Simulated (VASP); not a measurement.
Input of a VASP 6.6.1 run:

INCAR

```
SYSTEM = MnBr3
PREC = Accurate ; ENCUT = 520
EDIFF = 1E-7 ; ISMEAR = 0
SIGMA = 0.05 ; LREAL = .FALSE.
LASPH = .TRUE. ; NELM = 150
ALGO = Normal ; ISIF = 2
LWAVE = .FALSE. ; LCHARG = .FALSE.
ISPIN = 2 ; MAGMOM = 4.84 -0.15 -0.15 -0.15
LORBIT = 11 ; LMAXMIX = 4
LDAU = .TRUE. ; LDAUTYPE = 2
LDAUL = 2 -1 ; LDAUU = 3.9 0
LDAUJ = 0 0 ; LDAUPRINT = 1
GGA = PE ; NBANDS = 29
```

Contents of KPOINTS:

```
regular mesh
0
G
  6 6 6
  0 0 0
```

POSCAR

```
MnBr3
1.0
    5.2587987604      0.0000000000      0.0000000000
    0.0000000000      5.2587987604      0.0000000000
    0.0000000000      0.0000000000      5.2587987604
Mn Br
1 3
Direct
    0.0000000000      0.0000000000      0.0000000000
    0.5000000000      0.0000000000      0.0000000000
    0.0000000000      0.0000000000      0.5000000000
    0.0000000000      0.5000000000      0.0000000000
```

Potentials or basis: VASP PAW PBE potentials, release 64 (Mn_pv, Br).

The run is started by

```bash
$ cat potpaw_PBE.64/Mn_pv/POTCAR potpaw_PBE.64/Br/POTCAR > POTCAR
$ mpirun -np 1 vasp_std > vasp.out
```

(1) What does it give for the site moments?

(2) Estimate the net moment.

## Answers

(1) Mn +4.45; Br -0.13 μB.

(2) 4.17 μB per cell.
